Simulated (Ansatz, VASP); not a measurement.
**Two plane-wave programs on KF**

```xyz
2
Lattice="0.0965 2.9655 2.9655 2.9655 0.0965 2.9655 2.9655 2.9655 0.0965" Properties=species:S:1:pos:R:3 pbc="T T T"
K     0.0216    0.0216    0.0216
F     1.4853    1.4853    1.4853
```

Change from the starting cell: epitaxial_111 strain -2.3%.

Alike in both runs: task single point; functional PBE; k mesh 8 × 8 × 8; occupations fermi-dirac, width 0.02 eV; no spin polarisation.

|  | VASP | Ansatz |
| --- | --- | --- |
| version | VASP 6.6.1 | Ansatz 0.2.0 |
| potentials or method | VASP PAW PBE potentials, release 64 (K_sv, F) | plane waves, PAW |
| plane-wave cutoff (eV) | 520 | 420 |
| valence electrons in the cell | 16 | 16 |

|  | VASP | Ansatz | Ansatz less VASP |
| --- | --- | --- | --- |
| gap on the k mesh at the Fermi level (eV) | 5.20 | 5.21 | +0.011 |
| pressure (GPa) | 1.4 | 1.3 | -0.05 |
| traceless stress, the component that is largest in VASP (GPa) | -0.22 | -0.22 | -0.004 |

With one functional, cell and mesh, what is left measures potentials, basis and numerics.
